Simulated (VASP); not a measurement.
# LiCl (Fm-3m) in VASP: a series of runs, part 2 of 2

VASP 6.6.1.

### 4 Elastic constants, PBEsol

This run uses another cell than the first one, of 14.04 Å³/atom.

INCAR reads:

```
SYSTEM = LiCl
ALGO = Normal
EDIFF = 1E-8
ENCUT = 600
GGA = PS
IBRION = 6
ISIF = 3
ISMEAR = 0
LASPH = .TRUE.
LCHARG = .FALSE.
LREAL = .FALSE.
LWAVE = .FALSE.
NELM = 60
NFREE = 2
NSW = 1
POTIM = 0.015
PREC = Accurate
SIGMA = 0.01
```

KPOINTS reads:

```
k-points
0
G
  8 8 8
  0 0 0
```

POSCAR reads:

```
LiCl
1.0
    0.0000000000      2.4121806362      2.4121806362
    2.4121806362      0.0000000000      2.4121806362
    2.4121806362      2.4121806362      0.0000000000
Li Cl
1 1
Direct
    0.0000000000      0.0000000000      0.0000000000
    0.5000000000      0.5000000000      0.5000000000
```

Potentials or basis: VASP PAW PBE potentials, release 64 (Li_sv, Cl).

On the command line:

```console
cat potpaw_PBE.64/Li_sv/POTCAR potpaw_PBE.64/Cl/POTCAR > POTCAR
mpirun -np 1 vasp_std > vasp.out
```

OUTCAR:

```text
SYSTEM = LiCl
   EDIFF = 1E-8
   ENCUT = 600
   GGA = PS
   IBRION = 6
   ISIF = 3
   ISMEAR = 0
   LASPH = .TRUE.
   LREAL = .FALSE.
   NELM = 60
   NFREE = 2
   NSW = 1
   POTIM = 0.015
   PREC = Accurate

 ion  position               nearest neighbor table
   1  0.000  0.000  0.000-   2 2.41   2 2.41   2 2.41   2 2.41   2 2.41   2 2.41
   2  0.500  0.500  0.500-   1 2.41   1 2.41   1 2.41   1 2.41   1 2.41   1 2.41

  LATTYP: Found a face centered cubic cell.
 ALAT       =     4.8243612724

  Lattice vectors:

 A1 = (   0.0000000000,   2.4121806362,   2.4121806362)
 A2 = (   2.4121806362,   0.0000000000,   2.4121806362)
 A3 = (   2.4121806362,   2.4121806362,   0.0000000000)

Analysis of symmetry for initial positions (statically):
=====================================================================
 Subroutine PRICEL returns:
 Original cell was already a primitive cell.

 Routine SETGRP: Setting up the symmetry group for a
 face centered cubic supercell.

 Subroutine GETGRP returns: Found 48 space group operations
 (whereof 48 operations were pure point group operations)
 out of a pool of 48 trial point group operations.

The static configuration has the point symmetry O_h .

Analysis of symmetry for dynamics (positions and initial velocities):
=====================================================================
 Subroutine PRICEL returns:
 Original cell was already a primitive cell.

 Routine SETGRP: Setting up the symmetry group for a
 face centered cubic supercell.

 Subroutine GETGRP returns: Found 48 space group operations
 (whereof 48 operations were pure point group operations)
 out of a pool of 48 trial point group operations.

The dynamic configuration has the point symmetry O_h .

 Subroutine INISYM returns: Found 48 space group operations
 (whereof 48 operations are pure point group operations),
 and found     1 'primitive' translations

----------------------------------------------------------------------------------------

                                     Primitive cell

  volume of cell :      28.0711

  direct lattice vectors                    reciprocal lattice vectors
     0.000000000  2.412180636  2.412180636    -0.207281326  0.207281326  0.207281326
     2.412180636  0.000000000  2.412180636     0.207281326 -0.207281326  0.207281326
     2.412180636  2.412180636  0.000000000     0.207281326  0.207281326 -0.207281326

  length of vectors
     3.411338571  3.411338571  3.411338571     0.359021788  0.359021788  0.359021788

[... 240 lines left out ...]

------------------------ aborting loop because EDIFF is reached ----------------------------------------
[... 67 lines left out ...]
--------------------------------------- Ionic step       17  -------------------------------------------

 number of electron      10.0000008 magnetization

 Free energy of the ion-electron system (eV)
  ---------------------------------------------------
  ext. energy  EPLUGINS =         0.00000000
  ---------------------------------------------------
  free energy    TOTEN  =        -7.55337733 eV

  energy without entropy =       -7.55337733  energy(sigma->0) =       -7.55337733

 E-fermi :   2.1844     XC(G=0):  -9.7337

 val. band max:        2.0884458353   @ k =   0.0000   0.0000   0.0000
 cond. band min:       8.8096489249   @ k =   0.5000   0.0000   0.0000
 fundamental gap:      6.7212030896
 Fermi energy:         2.1843652671

 k-point     1 :       0.0000    0.0000    0.0000
  band No.  band energies     occupation
      1     -40.5079      2.00000
      2     -12.0656      2.00000
      3       2.0881      2.00000
      4       2.0884      2.00000
      5       2.0884      2.00000
      6       9.4247      0.00000
      7      13.9992      0.00000
      8      13.9992      0.00000
      9      14.0005      0.00000
[... 265 lines left out ...]
 k-point    24 :      -0.3750    0.2500    0.1250
  band No.  band energies     occupation
      1     -40.4988      2.00000
      2     -11.0074      2.00000
      3      -1.3137      2.00000
      4       0.2660      2.00000
      5       1.2778      2.00000
      6      10.4889      0.00000
      7      11.5399      0.00000
      8      12.9322      0.00000
      9      14.9025      0.00000

 [... further k-points ...]

------------------------ aborting loop because EDIFF is reached ----------------------------------------

  FORCE on cell =-STRESS in cart. coord.  units (eV):
  Direction    XX          YY          ZZ          XY          YZ          ZX
  --------------------------------------------------------------------------------------
  -------------------------------------------------------------------------------------
  Total        1.2219959      1.2182665      1.2182665     -0.0000000     -0.0000000      0.0000000
  in kB       69.7462486     69.5333910     69.5333910     -0.0000000     -0.0000000      0.0000000
  external PRESSURE =      69.6043435 kB  Pullay stress =       0.0000000 kB
[... 17 lines left out ...]
  FREE ENERGIE OF THE ION-ELECTRON SYSTEM (eV)
  ---------------------------------------------------
  free  energy   TOTEN  =        -7.5533773307 eV

  energy  without entropy=       -7.5533773307  energy(sigma->0) =       -7.55337733

 INTERNAL STRAIN TENSORS FROM STRAINED CELLS
 ============================================

 INTERNAL STRAIN TENSOR FOR ION    1 for displacements in x,y,z  (eV/Angst):
          X           Y           Z          XY          YZ          ZX
  --------------------------------------------------------------------------------
  x    -0.00000    -0.00000    -0.00000    -0.00000    -0.00000    -0.00000
  y     0.00000     0.00000     0.00000     0.00000    -0.00000     0.00000
  z    -0.00000     0.00000     0.00000    -0.00000     0.00000     0.00000

 INTERNAL STRAIN TENSORS FROM DISPLACED ATOMS
 ============================================

 INTERNAL STRAIN TENSOR FOR ION    1 for displacements in x,y,z  (eV/Angst):
          X           Y           Z          XY          YZ          ZX
  --------------------------------------------------------------------------------
  x     0.00000     0.00000     0.00000     0.00000     0.00000     0.00000
  y     0.00000     0.00000     0.00000     0.00000     0.00000     0.00000
  z     0.00000     0.00000     0.00000     0.00000     0.00000     0.00000

 INTERNAL STRAIN TENSOR FOR ION    2 for displacements in x,y,z  (eV/Angst):
          X           Y           Z          XY          YZ          ZX
  --------------------------------------------------------------------------------
  x     0.00000     0.00000     0.00000     0.00000     0.00000     0.00000
  y     0.00000     0.00000     0.00000     0.00000     0.00000     0.00000
  z     0.00000     0.00000     0.00000     0.00000     0.00000     0.00000

 Eigenvectors and eigenvalues of the dynamical matrix
 ----------------------------------------------------

   1 f  =    9.163900 THz    57.578481 2PiTHz  305.674796 cm-1    37.898827 meV
             X         Y         Z           dx          dy          dz
      0.000000  0.000000  0.000000     0.000000    0.914167    0.000000
      2.412181  2.412181  2.412181     0.000000   -0.405339    0.000000
[... 21 lines left out ...]
   6 f/i=    0.009704 THz     0.060971 2PiTHz    0.323684 cm-1     0.040132 meV
             X         Y         Z           dx          dy          dz
      0.000000  0.000000  0.000000     0.000000    0.000000   -0.405339
      2.412181  2.412181  2.412181     0.000000    0.000000   -0.914167

--------------------------------------------------------------------------------------------------------

 ELASTIC MODULI CONTR FROM IONIC RELAXATION (kBar)
 Direction    XX          YY          ZZ          XY          YZ          ZX
 --------------------------------------------------------------------------------
 XX           0.0000      0.0000      0.0000      0.0000      0.0000      0.0000
 YY           0.0000      0.0000      0.0000      0.0000      0.0000      0.0000
 ZZ           0.0000      0.0000      0.0000      0.0000      0.0000      0.0000
 XY           0.0000      0.0000      0.0000      0.0000      0.0000      0.0000
 YZ           0.0000      0.0000      0.0000      0.0000      0.0000      0.0000
 ZX           0.0000      0.0000      0.0000      0.0000      0.0000      0.0000
 --------------------------------------------------------------------------------

 TOTAL ELASTIC MODULI (kBar)
 Direction    XX          YY          ZZ          XY          YZ          ZX
 --------------------------------------------------------------------------------
 XX        1184.7016    255.5129    255.5129     -0.0000     -0.0000     -0.0000
 YY         255.5129   1184.7016    255.5129      0.0000     -0.0000     -0.0000
 ZZ         255.5129    255.5129   1184.7016     -0.0000     -0.0000     -0.0000
 XY          -0.0000      0.0000     -0.0000    329.3200      0.0000      0.0000
 YZ          -0.0000     -0.0000     -0.0000      0.0000    329.3200      0.0000
 ZX          -0.0000     -0.0000     -0.0000      0.0000      0.0000    329.3200
 --------------------------------------------------------------------------------
```

stdout:

```text
POSCAR found type information on POSCAR LiCl
 POSCAR found :  2 types and       2 ions
 scaLAPACK will be used
 -----------------------------------------------------------------------------
|                                                                             |
|                                                                             |
|     You enforced a specific xc type in the INCAR file but a different       |
|     I HOPE YOU KNOW WHAT YOU ARE DOING!                                     |
|                                                                             |
[... 33 lines left out ...]
 Finite differences progress:
 bond charge predicted
 Finite differences progress:
 bond charge predicted
 Finite differences progress:
 bond charge predicted
 Finite differences progress:
 bond charge predicted
 Finite differences progress:
 bond charge predicted
 Finite differences progress:
```

Run time: 7.5 min. Hardware: 1 thread of Intel Xeon Platinum 8259CL at 2.50GHz (Skylake/Cascade Lake), shared host; peak memory 0.22 GiB.

Results:

```yaml
Elastic_constants_C11_C12_C44: 118, 26, 33 GPa
Voigt_bulk_modulus: 57 GPa
Highest_phonon_frequency_at_Γ_LO-TO_splitting_left_out: 306 cm⁻¹
```

Phonon frequencies in cm⁻¹ (negative: imaginary):
```tsv
q point	frequencies
(0.000, 0.000, 0.000)	0 0 0 306 306 306
```

Elastic tensor in Voigt notation (GPa, in the Cartesian axes of the cell as first typed):
```
118  26  26   0   0   0
 26 118  26   0   0   0
 26  26 118   0   0   0
  0   0   0  33   0   0
  0   0   0   0  33   0
  0   0   0   0   0  33
```

Clamped-ion elastic tensor (GPa):
```
118  26  26   0   0   0
 26 118  26   0   0   0
 26  26 118   0   0   0
  0   0   0  33   0   0
  0   0   0   0  33   0
  0   0   0   0   0  33
```

Caveat: the cell is under stress, which shifts elastic constants; the cutoff is under 1.25 times the usual one of these potentials, so pressure, stress and relaxed cells hold a basis-set (Pulay) error; the PAW data sets were made with another functional, which shifts forces and pressure a little.
